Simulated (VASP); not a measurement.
# TiBMoC2 (P3m1) in VASP: further runs, part 2 of 2

VASP 6.6.1. The steps go on from the part before.

**3. Single point, PBE**

This run uses another cell than the first one, of 16.04 Å³/atom, 1.564 times its volume.

Contents of INCAR:

```
ALGO     = Normal         # electronic algorithm
EDIFF    = 1E-6           # SCF threshold, eV
ENCUT    = 520            # plane-wave cutoff, eV
GGA      = PE             # functional
ISIF     = 2              # what is computed and relaxed
ISMEAR   = 0              # smearing method
LASPH    = True           # aspherical terms in the spheres
LCHARG   = False          # write CHGCAR
LREAL    = False          # projectors in reciprocal space
LWAVE    = False          # write WAVECAR
NBANDS   = 26             # bands
NELM     = 80             # most SCF steps
PREC     = Accurate       # precision mode
SIGMA    = 0.1            # smearing width, eV
```

Contents of KPOINTS:

```
k-points
0
Gamma
  6 6 4
```

Contents of POSCAR:

```
TiBMoC2
1.0
    3.7887292500      0.0000000000      0.0000000000
   -1.8943646200      3.2811357800      0.0000000000
    0.0000000000      0.0000000000      6.4498399400
Ti B Mo C
1 1 1 2
Direct
    0.6666666700      0.3333333300      0.3666610100
    0.3333333300      0.6666666700      0.0262290000
    0.0000000000      0.0000000000      0.6033170200
    0.0000000000      0.0000000000      0.2669130000
    0.6666666700      0.3333333300      0.7368800000
```

Potentials or basis: VASP PAW PBE potentials, release 64 (Ti_sv, B, Mo_sv, C).

Started as:

```sh
$ cat potpaw_PBE.64/Ti_sv/POTCAR potpaw_PBE.64/B/POTCAR potpaw_PBE.64/Mo_sv/POTCAR potpaw_PBE.64/C/POTCAR > POTCAR
$ mpirun -np 1 vasp_std > vasp.out
```

OUTCAR:

```text
EDIFF = 1E-6
   ENCUT = 520
   GGA = PE
   ISIF = 2
   ISMEAR = 0
   LASPH = True
   LREAL = False
   NELM = 80
   PREC = Accurate

 ion  position               nearest neighbor table
   1  0.667  0.333  0.367-   4 2.28   4 2.28   4 2.28   5 2.39   3 2.67   3 2.67   3 2.67
   2  0.333  0.667  0.026-
   3  0.000  0.000  0.603-   4 2.17   5 2.35   5 2.35   5 2.35   1 2.67   1 2.67   1 2.67
   4  0.000  0.000  0.267-   3 2.17   1 2.28   1 2.28   1 2.28
   5  0.667  0.333  0.737-   3 2.35   3 2.35   3 2.35   1 2.39

  LATTYP: Found a hexagonal cell.
 ALAT       =     3.7887292500
 C/A-ratio  =     1.7023755234

  Lattice vectors:

 A1 = (   3.7887292500,   0.0000000000,   0.0000000000)
 A2 = (  -1.8943646200,   3.2811357800,   0.0000000000)
 A3 = (   0.0000000000,   0.0000000000,   6.4498399400)

Analysis of symmetry for initial positions (statically):
=====================================================================
 Subroutine PRICEL returns:
 Original cell was already a primitive cell.

 Routine SETGRP: Setting up the symmetry group for a
 hexagonal supercell.

 Subroutine GETGRP returns: Found  6 space group operations
 (whereof  6 operations were pure point group operations)
 out of a pool of 24 trial point group operations.

The static configuration has the point symmetry C_3v.

Analysis of symmetry for dynamics (positions and initial velocities):
=====================================================================
 Subroutine PRICEL returns:
 Original cell was already a primitive cell.

 Routine SETGRP: Setting up the symmetry group for a
 hexagonal supercell.

 Subroutine GETGRP returns: Found  6 space group operations
[... 121 lines left out ...]
   EMIN   =  10.00;   EMAX   =-10.00  energy-range for DOS
   EFERMI =   0.00;   METHOD = LEGACY
   ISMEAR =     0;   SIGMA  =   0.10  broadening in eV -4-tet -1-fermi 0-gaus
   EFERMI_NEDOS =   21; number of points for ismear=-14 and -15
   IALGO  =     38    algorithm
   IMIX   =      4    mixing-type and parameters
     AMIX     =   0.40;   BMIX     =  1.00
     AMIX_MAG =   1.60;   BMIX_MAG =  1.00
  volume/ion in A,a.u.               =      16.04       108.22
  Fermi-wavevector in a.u.,A,eV,Ry     =   1.265085  2.390665 21.775322  1.600441
  Thomas-Fermi vector in A             =   2.398357
   LORBIT       =      0    0 simple, 1 ext, 2 COOP (PROOUT), +10 PAW based schemes
   GGA     = PE    functional components
   LHFCALC =     F    Hartree Fock is set to
   AEXX    =    0.0000 exact exchange contribution
   IVDW    =     0    specifies the selected vdW correction
   LEPSILON=     F    determine dielectric tensor
   LRPA    =     F    only Hartree local field effects (RPA)
 non-spin polarized calculation
 Gauss-broadening in eV      SIGMA  =   0.10
  energy-cutoff  :      520.00
  volume of cell :       80.18
 maximum number of plane-waves:      2176
   NGX = 15   NGY = 15   NGZ = 23

 number of electron      37.0000004 magnetization

 Free energy of the ion-electron system (eV)
  ---------------------------------------------------
  ext. energy  EPLUGINS =         0.00000000
  ---------------------------------------------------
  free energy    TOTEN  =       -35.59917262 eV

  energy without entropy =      -35.57154670  energy(sigma->0) =      -35.58535966

 E-fermi :   4.4664     XC(G=0): -10.2861

 val. band max:        4.4471328624   @ k =   0.3333   0.1667   0.0000
 cond. band min:       4.4675540494   @ k =   0.5000   0.0000   0.2500
 fundamental gap:      0.0204211870
 Fermi energy:         4.4664427678

 k-point     1 :       0.0000    0.0000    0.0000
  band No.  band energies     occupation
      1     -56.3811      2.00000
      2     -52.2757      2.00000
      3     -30.5237      2.00000
      4     -30.4274      2.00000
      5     -30.4274      2.00000
      6     -28.5200      2.00000
[... 685 lines left out ...]
     25       7.7432      0.00000
     26       7.8349      0.00000

------------------------ aborting loop because EDIFF is reached ----------------------------------------

  FORCE on cell =-STRESS in cart. coord.  units (eV):
  Direction    XX          YY          ZZ          XY          YZ          ZX
  --------------------------------------------------------------------------------------
  -------------------------------------------------------------------------------------
  Total      -11.5770706    -11.5770706    -10.4643106     -0.0000000     -0.0000000      0.0000000
  in kB     -231.3356442   -231.3356444   -209.1002223     -0.0000004     -0.0000000      0.0000000
  external PRESSURE =    -223.9238370 kB  Pullay stress =       0.0000000 kB

 VOLUME and BASIS-vectors are now :
 -----------------------------------------------------------------------------
  energy-cutoff  :      520.00
  volume of cell :       80.18
      direct lattice vectors                 reciprocal lattice vectors
     3.788729250  0.000000000  0.000000000     0.263940739  0.152386257  0.000000000
    -1.894364620  3.281135780  0.000000000     0.000000000  0.304772514  0.000000000
     0.000000000  0.000000000  6.449839940     0.000000000  0.000000000  0.155042607

 POSITION                                       TOTAL-FORCE (eV/Angst)
 -----------------------------------------------------------------------------------
      1.89436      1.09371      2.36490         0.000000      0.000000     -2.660676
     -0.00000      2.18742      0.16917         0.000000     -0.000000      0.240675
      0.00000      0.00000      3.89130        -0.000000     -0.000000      3.573004
      0.00000      0.00000      1.72155         0.000000     -0.000000      1.926366
      1.89436      1.09371      4.75276        -0.000000      0.000000     -3.079369
 -----------------------------------------------------------------------------------
    total drift:                               -0.000038      0.000022      0.000260

  FREE ENERGIE OF THE ION-ELECTRON SYSTEM (eV)
  ---------------------------------------------------
  free  energy   TOTEN  =       -35.5991726160 eV

  energy  without entropy=      -35.5715467029  energy(sigma->0) =      -35.58535966
```

stdout:

```text
POSCAR found type information on POSCAR TiB MoC
 POSCAR found :  4 types and       5 ions
 scaLAPACK will be used
 LDA part: xc-table for (Slater+PW92), standard interpolation
 POSCAR, INCAR and KPOINTS ok, starting setup
 FFT: planning ... GRIDC
 FFT: planning ... GRID_SOFT
 FFT: planning ... GRID
 WAVECAR not read
 entering main loop
```

Wall time 55 s (1 thread of Intel Xeon Platinum 8259CL at 2.50GHz (Skylake/Cascade Lake), shared host); peak memory 0.22 GiB.

Results:

```yaml
Free_energy: -35.5992 eV
Pressure: -22.4 GPa
Largest_force: 3.573 eV/Å
```

Forces on the atoms (eV/Å):
```
Ti   0.000  0.000 -2.661
B    0.000  0.000  0.241
Mo   0.000  0.000  3.573
C    0.000  0.000  1.926
C    0.000  0.000 -3.079
```

Stress tensor (GPa, compression positive):
```
-23.13   0.00   0.00
  0.00 -23.13   0.00
  0.00   0.00 -20.91
```

Caveat: forces of over 1 eV/Å act on the atoms, so gaps and moduli don't describe the material at rest.
